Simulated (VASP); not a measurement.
A run of VASP 6.6.1 is set up as follows.

POSCAR

```
CaSe
1.0
    0.0000000000      2.9675264115      2.9675264115
    2.9675264115      0.0000000000      2.9675264115
    2.9675264115      2.9675264115      0.0000000000
Ca Se
1 1
Direct
    0.0000000000      0.0000000000      0.0000000000
    0.5000000000      0.5000000000      0.5000000000
```

File INCAR.step1:

```
SYSTEM = CaSe
PREC = Accurate ; ENCUT = 520
ISMEAR = 0 ; SIGMA = 0.01
LREAL = .FALSE. ; LASPH = .TRUE.
NELM = 80 ; NBANDS = 15
GGA = PE ; ALGO = Normal
EDIFF = 1E-4 ; LWAVE = .TRUE.
LCHARG = .FALSE.
```

The input INCAR.step2:

```
SYSTEM = CaSe
PREC = Accurate ; ENCUT = 520
EDIFF = 1E-7 ; ISMEAR = 0
SIGMA = 0.01 ; LREAL = .FALSE.
LASPH = .TRUE. ; NELM = 80
ALGO = Normal ; ISIF = 2
LWAVE = .FALSE. ; LCHARG = .FALSE.
METAGGA = R2SCAN ; LMIXTAU = .TRUE.
NBANDS = 15 ; ISTART = 1
```

Contents of KPOINTS:

```
regular mesh
0
G
  8 8 8
  0 0 0
```

Potentials or basis: VASP PAW PBE potentials, release 64 (Ca_sv, Se).

Command:

```console
$ cat potpaw_PBE.64/Ca_sv/POTCAR potpaw_PBE.64/Se/POTCAR > POTCAR
$ cp INCAR.step1 INCAR
$ mpirun -np 1 vasp_std > vasp.out
$ cp INCAR.step2 INCAR
$ mpirun -np 1 vasp_std > vasp.out
```

(1) Estimate the pressure.

(2) Predict the band gap on the k mesh.

Answers

(1) 0.2 GPa.

(2) 2.52 eV (least direct gap 3.46 eV).

Caveat: the PAW data sets were made with another functional, which shifts forces and pressure a little.
